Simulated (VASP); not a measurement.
# HfSi3 (Pm-3m) in VASP: settings compared

The runs below take HfSi3 through single point, with PBE, PBE+U.

Everything below comes from runs of VASP 6.6.1. Logs are shortened: lines on timing, memory, paths and dates and some standing lists are left out, and cuts for length are marked.

**1. The cell of the first run**

The structure is cubic, space group Pm-3m (No. 221). The conventional cell has a = 4.067 Å, b = 4.067 Å, c = 4.067 Å, α = 90.00°, β = 90.00°, γ = 90.00°. Within 3.8 Å of Hf (site symmetry m-3m) lie 12 Si at 2.88 Å. Within 3.8 Å of Si (site symmetry 4/mmm) lie 4 Hf at 2.88 Å and 8 Si at 2.88 Å.

**2. Single point, PBE**

INCAR

```
PREC     = Accurate       # precision mode
ENCUT    = 500            # plane-wave cutoff, eV
EDIFF    = 1E-6           # SCF threshold, eV
ISMEAR   = -1             # smearing method
SIGMA    = 0.04           # smearing width, eV
LREAL    = False          # projectors in reciprocal space
LASPH    = True           # aspherical terms in the spheres
NELM     = 120            # most SCF steps
ALGO     = Normal         # electronic algorithm
ISIF     = 2              # what is computed and relaxed
LWAVE    = False          # write WAVECAR
LCHARG   = False          # write CHGCAR
GGA      = PE             # functional
NBANDS   = 19             # bands
GGA_COMPAT= False
```

KPOINTS

```
regular mesh
0
Gamma
  5 5 5
```

POSCAR

```
HfSi3
1.0
    4.0674960000      0.0000000000      0.0000000000
    0.0000000000      4.0674960000      0.0000000000
    0.0000000000      0.0000000000      4.0674960000
Hf Si
1 3
Direct
    0.0000000000      0.0000000000      0.0000000000
    0.0000000000      0.5000000000      0.5000000000
    0.5000000000      0.0000000000      0.5000000000
    0.5000000000      0.5000000000      0.0000000000
```

Potentials or basis: VASP PAW PBE potentials, release 64 (Hf_pv, Si).

Run with:

```console
cat potpaw_PBE.64/Hf_pv/POTCAR potpaw_PBE.64/Si/POTCAR > POTCAR
mpirun -np 1 vasp_std > vasp.out
```

OUTCAR:

```text
PREC = Accurate
   ENCUT = 500
   EDIFF = 1E-6
   ISMEAR = -1
   LREAL = False
   LASPH = True
   NELM = 120
   ISIF = 2
   GGA = PE

 ion  position               nearest neighbor table
   1  0.000  0.000  0.000-   2 2.88   3 2.88   4 2.88   2 2.88   3 2.88   2 2.88   4 2.88   2 2.88
                             3 2.88   4 2.88   3 2.88   4 2.88
   2  0.000  0.500  0.500-   1 2.88   3 2.88   4 2.88   1 2.88   4 2.88   1 2.88   3 2.88   1 2.88
                             3 2.88   4 2.88   4 2.88   3 2.88
   3  0.500  0.000  0.500-   1 2.88   2 2.88   4 2.88   1 2.88   4 2.88   2 2.88   4 2.88   4 2.88
                             1 2.88   2 2.88   1 2.88   2 2.88
   4  0.500  0.500  0.000-   1 2.88   2 2.88   3 2.88   2 2.88   3 2.88   1 2.88   3 2.88   3 2.88
                             1 2.88   2 2.88   2 2.88   1 2.88

  LATTYP: Found a simple cubic cell.
 ALAT       =     4.0674960000

  Lattice vectors:

 A1 = (   4.0674960000,   0.0000000000,   0.0000000000)
 A2 = (   0.0000000000,   4.0674960000,   0.0000000000)
 A3 = (   0.0000000000,   0.0000000000,   4.0674960000)

Analysis of symmetry for initial positions (statically):
=====================================================================
 Subroutine PRICEL returns:
 Original cell was already a primitive cell.

 Routine SETGRP: Setting up the symmetry group for a
 simple cubic supercell.

 Subroutine GETGRP returns: Found 48 space group operations
 (whereof 48 operations were pure point group operations)
 out of a pool of 48 trial point group operations.

The static configuration has the point symmetry O_h .

Analysis of symmetry for dynamics (positions and initial velocities):
=====================================================================
 Subroutine PRICEL returns:
 Original cell was already a primitive cell.

 Routine SETGRP: Setting up the symmetry group for a
 simple cubic supercell.

 Subroutine GETGRP returns: Found 48 space group operations
 (whereof 48 operations were pure point group operations)
 out of a pool of 48 trial point group operations.

The dynamic configuration has the point symmetry O_h .

 Subroutine INISYM returns: Found 48 space group operations
 (whereof 48 operations are pure point group operations),
 and found     1 'primitive' translations

[... 79 lines left out ...]
   LSORBIT =      F    spin-orbit coupling
   LASPH  =      T    aspherical Exc in radial PAW
   ENCUT  =  500.0 eV  36.75 Ry    6.06 a.u.   7.42  7.42  7.42*2*pi/ulx,y,z
   NELM   =    120;   NELMIN=  2; NELMDL= -5     # of ELM steps
   EDIFF  = 0.1E-05   stopping-criterion for ELM
   LREAL  =      F    real-space projection
   EDIFFG = 0.1E-04   stopping-criterion for IOM
   NSW    =      0    number of steps for IOM
   IBRION =     -1    ionic relax: 0-MD 1-quasi-New 2-CG
   NFREE  =      0    steps in history (QN), initial steepest desc. (CG)
   ISIF   =      2    stress and relaxation
   ISYM   =      2    0-nonsym 1-usesym 2-fastsym
   POTIM  = 0.5000    time-step for ionic-motion
   TEBEG  =    0.0;   TEEND  =   0.0 temperature during run
   PSTRESS=    0.0 pullay stress
   NELECT =      22.0000    total number of electrons
   NUPDOWN=      -1.0000    fix difference up-down
   EMIN   =  10.00;   EMAX   =-10.00  energy-range for DOS
   EFERMI =   0.00;   METHOD = LEGACY
   ISMEAR =    -1;   SIGMA  =   0.04  broadening in eV -4-tet -1-fermi 0-gaus
   EFERMI_NEDOS =   21; number of points for ismear=-14 and -15
   IALGO  =     38    algorithm
   IMIX   =      4    mixing-type and parameters
     AMIX     =   0.40;   BMIX     =  1.00
     AMIX_MAG =   1.60;   BMIX_MAG =  1.00
  volume/ion in A,a.u.               =      16.82       113.53
  Fermi-wavevector in a.u.,A,eV,Ry     =   1.127774  2.131183 17.304887  1.271873
  Thomas-Fermi vector in A             =   2.264461
   LORBIT       =      0    0 simple, 1 ext, 2 COOP (PROOUT), +10 PAW based schemes
   GGA     = PE    functional components
   LHFCALC =     F    Hartree Fock is set to
   AEXX    =    0.0000 exact exchange contribution
   IVDW    =     0    specifies the selected vdW correction
   LEPSILON=     F    determine dielectric tensor
   LRPA    =     F    only Hartree local field effects (RPA)
 non-spin polarized calculation
  energy-cutoff  :      500.00
  volume of cell :       67.29
 maximum number of plane-waves:      1743
 NGX is ok and might be reduce to    30
   NGX = 15   NGY = 15   NGZ = 15

 number of electron      22.0000007 magnetization

 Free energy of the ion-electron system (eV)
  ---------------------------------------------------
  ext. energy  EPLUGINS =         0.00000000
  ---------------------------------------------------
  free energy    TOTEN  =       -26.21221916 eV

  energy without entropy =      -26.19639494  energy(sigma->0) =      -26.20430705

 E-fermi :   8.3878     XC(G=0): -11.1245

 val. band max:        8.3634886806   @ k =   0.0000   0.0000   0.0000
 cond. band min:       8.4411333098   @ k =   0.0000   0.0000   0.0000
 fundamental gap:      0.0776446292
 Fermi energy:         8.3878137566

 k-point     1 :       0.0000    0.0000    0.0000
  band No.  band energies     occupation
      1     -23.1496      2.00000
      2     -23.1496      2.00000
      3     -23.1496      2.00000
      4      -4.3966      2.00000
      5       2.6052      2.00000
      6       2.6052      2.00000
[... 197 lines left out ...]
      6       0.4121      2.00000
[... 11 lines left out ...]
     18      13.8681      0.00000
     19      13.9519      0.00000

------------------------ aborting loop because EDIFF is reached ----------------------------------------

  FORCE on cell =-STRESS in cart. coord.  units (eV):
  Direction    XX          YY          ZZ          XY          YZ          ZX
  --------------------------------------------------------------------------------------
  -------------------------------------------------------------------------------------
  Total       -2.5249818     -2.5249818     -2.5249818     -0.0000000      0.0000000     -0.0000000
  in kB      -60.1156329    -60.1156329    -60.1156329     -0.0000000      0.0000000     -0.0000000
  external PRESSURE =     -60.1156329 kB  Pullay stress =       0.0000000 kB

 VOLUME and BASIS-vectors are now :
 -----------------------------------------------------------------------------
  energy-cutoff  :      500.00
  volume of cell :       67.29
      direct lattice vectors                 reciprocal lattice vectors
     4.067496000  0.000000000  0.000000000     0.245851502  0.000000000  0.000000000
     0.000000000  4.067496000  0.000000000     0.000000000  0.245851502  0.000000000
     0.000000000  0.000000000  4.067496000     0.000000000  0.000000000  0.245851502

 POSITION                                       TOTAL-FORCE (eV/Angst)
 -----------------------------------------------------------------------------------
      0.00000      0.00000      0.00000         0.000000      0.000000      0.000000
      0.00000      2.03375      2.03375         0.000000      0.000000      0.000000
      2.03375      0.00000      2.03375         0.000000      0.000000      0.000000
      2.03375      2.03375      0.00000         0.000000      0.000000      0.000000
 -----------------------------------------------------------------------------------
    total drift:                               -0.000000     -0.000000      0.000000

  FREE ENERGIE OF THE ION-ELECTRON SYSTEM (eV)
  ---------------------------------------------------
  free  energy   TOTEN  =       -26.2122191623 eV

  energy  without entropy=      -26.1963949412  energy(sigma->0) =      -26.20430705
```

Run time: 11 s. Hardware: 1 thread of Intel Xeon Platinum 8375C at 2.90GHz (Ice Lake), shared host; peak memory 0.16 GiB.

Results:

```
Free energy            : -26.2122 eV
Pressure               : -6.0 GPa
Band gap on the k mesh : zero (bands 11 and 12 overlap by 1.27 eV)
```

Levels at points of the mesh, in eV from the Fermi level:
| k point | band 7 | band 8 | band 9 | band 10 | band 11 | band 12 | band 13 | band 14 | band 15 | band 16 |
| --- | --- | --- | --- | --- | --- | --- | --- | --- | --- | --- |
| (0.00, 0.00, 0.00) | -3.93 | -3.93 | -3.93 | -0.02 | 0.05 | 0.05 | 0.05 | 2.06 | 2.06 | 2.06 |

Caveat: the cell stands under tension; spin-orbit coupling is left out, which moves the levels of the heavy elements.

**3. Single point, PBE**

INCAR

```
SYSTEM = HfSi3
PREC     = Accurate       ! precision mode
ENCUT    = 500            ! plane-wave cutoff, eV
EDIFF    = 1E-6           ! SCF threshold, eV
ISMEAR   = -1             ! smearing method
SIGMA    = 0.04           ! smearing width, eV
LREAL    = .False.        ! projectors in reciprocal space
LASPH    = .True.         ! aspherical terms in the spheres
NELM     = 120            ! most SCF steps
ALGO     = Normal         ! electronic algorithm
ISIF     = 2              ! what is computed and relaxed
LWAVE    = .False.        ! write WAVECAR
LCHARG   = .False.        ! write CHGCAR
GGA      = PE             ! functional
NBANDS   = 19             ! bands
GGA_COMPAT= .False.
```

KPOINTS

```
Automatic mesh
0
Gamma
  5 5 5
  0 0 0
```

POSCAR is that of step 2.

Potentials or basis: VASP PAW PBE potentials, release 64 (Hf_pv, Si).

Run with:

```console
cat potpaw_PBE.64/Hf_pv/POTCAR potpaw_PBE.64/Si/POTCAR > POTCAR
mpirun -np 1 vasp_std > vasp.out
```

Wall time 10 s (1 thread of Intel Xeon Platinum 8375C at 2.90GHz (Ice Lake), shared host); peak memory 0.17 GiB.

Results (log left out):

| Item | Value |
| --- | --- |
| Free energy | -26.2122 eV |
| Pressure | -6.0 GPa |
| Band gap on the k mesh | zero (bands 11 and 12 overlap by 1.27 eV) |

Levels at points of the mesh, in eV from the Fermi level:
| k point | band 8 | band 9 | band 10 | band 11 | band 12 | band 13 | band 14 | band 15 |
| --- | --- | --- | --- | --- | --- | --- | --- | --- |
| (0.00, 0.00, 0.00) | -3.93 | -3.93 | -0.02 | 0.05 | 0.05 | 0.05 | 2.06 | 2.06 |

Caveat: the cell stands under tension; spin-orbit coupling is left out, which moves the levels of the heavy elements.

**4. Single point, PBE+U**

INCAR

```
ALGO = Normal
EDIFF = 1E-6
ENCUT = 500
GGA = PE
GGA_COMPAT = False
ISIF = 2
ISMEAR = -1
LASPH = True
LCHARG = True
LDAU = True
LDAUJ = 0 0
LDAUL = 2 -1
LDAUPRINT = 1
LDAUTYPE = 2
LDAUU = 3 0
LELF = True
LMAXMIX = 4
LREAL = False
LVHAR = True
LWAVE = False
NBANDS = 19
NELM = 200
PREC = Accurate
SIGMA = 0.04
```

KPOINTS

```
k-points
0
Gamma
  5 5 5
```

POSCAR is that of step 3.

Run with:

```console
cat potpaw_PBE.64/Hf_pv/POTCAR potpaw_PBE.64/Si/POTCAR > POTCAR
mpirun -np 1 vasp_std > vasp.out
```

It took 11 s on 1 thread of Intel Xeon Platinum 8375C at 2.90GHz (Ice Lake), shared host; peak memory 0.16 GiB.

The run converged. Its results:

```
Free energy            : -24.2547 eV
Pressure               : -2.5 GPa
Band gap on the k mesh : zero (bands 11 and 12 overlap by 1.39 eV)
```

Levels at points of the mesh, in eV from the Fermi level:
```tsv
k point	band 8	band 9	band 10	band 11	band 12	band 13	band 14	band 15
(0.00, 0.00, 0.00)	-4.06	-4.06	-0.21	0.21	0.21	0.21	1.93	1.93
```

Eigenvalues of the final occupation matrices:
```tsv
site	spin	trace	eigenvalues
site 1 d	1	0.74	0.12 0.12 0.16 0.16 0.16
site 1 d	2	0.74	0.12 0.12 0.16 0.16 0.16
```

Caveat: spin-orbit coupling is left out, which moves the levels of the heavy elements; U without spin polarisation on a metal has little footing; the U is typed as a test and isn't derived for this compound.

**5. Single point, PBE**

INCAR

```
  PREC = Accurate
  ENCUT = 500
  EDIFF = 1E-6
  ISMEAR = -1
  SIGMA = 0.04
  LREAL = False
  LASPH = True
  NELM = 120
  ALGO = Normal
  ISIF = 2
  LWAVE = False
  LCHARG = True
  GGA = PE
  LELF = True
  LVHAR = True
  NBANDS = 19
  GGA_COMPAT = False
```

KPOINTS

```
regular mesh
0
Gamma
  6 6 6
```

POSCAR is that of step 4.

Potentials or basis: VASP PAW PBE potentials, release 64 (Hf_pv, Si).

Run with:

```console
cat potpaw_PBE.64/Hf_pv/POTCAR potpaw_PBE.64/Si/POTCAR > POTCAR
mpirun -np 1 vasp_std > vasp.out
```

OUTCAR:

```text
PREC = Accurate
   ENCUT = 500
   EDIFF = 1E-6
   ISMEAR = -1
   LREAL = False
   LASPH = True
   NELM = 120
   ISIF = 2
   GGA = PE

 ion  position               nearest neighbor table
   1  0.000  0.000  0.000-   2 2.88   3 2.88   4 2.88   2 2.88   3 2.88   2 2.88   4 2.88   2 2.88
                             3 2.88   4 2.88   3 2.88   4 2.88
   2  0.000  0.500  0.500-   1 2.88   3 2.88   4 2.88   1 2.88   4 2.88   1 2.88   3 2.88   1 2.88
                             3 2.88   4 2.88   4 2.88   3 2.88
   3  0.500  0.000  0.500-   1 2.88   2 2.88   4 2.88   1 2.88   4 2.88   2 2.88   4 2.88   4 2.88
                             1 2.88   2 2.88   1 2.88   2 2.88
   4  0.500  0.500  0.000-   1 2.88   2 2.88   3 2.88   2 2.88   3 2.88   1 2.88   3 2.88   3 2.88
                             1 2.88   2 2.88   2 2.88   1 2.88

  LATTYP: Found a simple cubic cell.
 ALAT       =     4.0674960000

  Lattice vectors:

 A1 = (   4.0674960000,   0.0000000000,   0.0000000000)
 A2 = (   0.0000000000,   4.0674960000,   0.0000000000)
 A3 = (   0.0000000000,   0.0000000000,   4.0674960000)

Analysis of symmetry for initial positions (statically):
[... 175 lines left out ...]
 cond. band min:       8.3608304011   @ k =   0.5000   0.3333   0.0000
 fundamental gap:      0.0597012283
 Fermi energy:         8.3571282972

 k-point     1 :       0.0000    0.0000    0.0000
  band No.  band energies     occupation
      1     -23.0814      2.00000
      2     -23.0814      2.00000
      3     -23.0814      2.00000
      4      -4.4065      2.00000
      5       2.6025      2.00000
      6       2.6025      2.00000
[... 417 lines left out ...]
      6       0.2708      2.00000
[... 11 lines left out ...]
     18      14.9919      0.00000
     19      14.9919      0.00000

------------------------ aborting loop because EDIFF is reached ----------------------------------------

  FORCE on cell =-STRESS in cart. coord.  units (eV):
  Direction    XX          YY          ZZ          XY          YZ          ZX
  --------------------------------------------------------------------------------------
  -------------------------------------------------------------------------------------
  Total       -2.7403073     -2.7403073     -2.7403073      0.0000000      0.0000000     -0.0000000
  in kB      -65.2421780    -65.2421780    -65.2421780      0.0000000      0.0000000     -0.0000000
  external PRESSURE =     -65.2421780 kB  Pullay stress =       0.0000000 kB

 VOLUME and BASIS-vectors are now :
 -----------------------------------------------------------------------------
  energy-cutoff  :      500.00
  volume of cell :       67.29
      direct lattice vectors                 reciprocal lattice vectors
     4.067496000  0.000000000  0.000000000     0.245851502  0.000000000  0.000000000
     0.000000000  4.067496000  0.000000000     0.000000000  0.245851502  0.000000000
     0.000000000  0.000000000  4.067496000     0.000000000  0.000000000  0.245851502

 POSITION                                       TOTAL-FORCE (eV/Angst)
 -----------------------------------------------------------------------------------
      0.00000      0.00000      0.00000         0.000000      0.000000      0.000000
      0.00000      2.03375      2.03375         0.000000      0.000000      0.000000
      2.03375      0.00000      2.03375         0.000000      0.000000      0.000000
      2.03375      2.03375      0.00000         0.000000      0.000000      0.000000
 -----------------------------------------------------------------------------------
    total drift:                                0.000000     -0.000000      0.000000

  FREE ENERGIE OF THE ION-ELECTRON SYSTEM (eV)
  ---------------------------------------------------
  free  energy   TOTEN  =       -26.3262274467 eV

  energy  without entropy=      -26.3158367397  energy(sigma->0) =      -26.32103209
```

It took 18 s on 1 thread of Intel Xeon Platinum 8375C at 2.90GHz (Ice Lake), shared host; peak memory 0.17 GiB.

Results:

```
Free energy            : -26.3262 eV
Pressure               : -6.5 GPa
Band gap on the k mesh : zero (bands 11 and 12 overlap by 1.71 eV)
```

Levels at points of the mesh, in eV from the Fermi level:
```tsv
k point	band 8	band 9	band 10	band 11	band 12	band 13	band 14	band 15
(0.00, 0.00, 0.00)	-3.91	-3.91	0.00	0.11	0.11	0.11	2.08	2.08
(0.50, 0.00, 0.00)	-3.76	-3.54	-1.00	-1.00	-0.06	0.13	0.57	2.61
(0.50, 0.50, 0.00)	-2.75	-2.75	-0.87	-0.87	0.64	0.64	0.92	1.60
(0.50, 0.50, 0.50)	-4.75	-4.75	-4.75	-1.00	2.07	2.07	3.66	3.66
```

Caveat: the cell stands under tension; spin-orbit coupling is left out, which moves the levels of the heavy elements.

**6. Overview**

```csv
level,U,k mesh,gap on the mesh (eV),pressure (GPa)
PBE,-,5 × 5 × 5,none,-6.0
PBE+U,Hf d U = 3.0 eV,5 × 5 × 5,none,-2.5
PBE,-,6 × 6 × 6,none,-6.5
```

Alike in all rows: task single point; potentials or basis VASP PAW PBE potentials, release 64 (Hf_pv, Si); no spin polarisation; cell as given; cutoff (eV) 500; smearing fermi-dirac 0.04 eV.

The pressure there spans -6.5 GPa (PBE) to -2.5 GPa (PBE+U); a positive pressure means that this level wants a larger cell, a negative one a smaller.

Caveats: spin-orbit coupling is left out, which moves the levels of the heavy elements; the cell stands under tension (at least some runs); U without spin polarisation on a metal has little footing (at least some runs); the U is typed as a test and isn't derived for this compound (at least some runs).

Total energies depend on the potentials used, so only differences within one code and one set of settings carry meaning.

The gap in the log of VASP goes by the Fermi energy; the results here count the filled bands.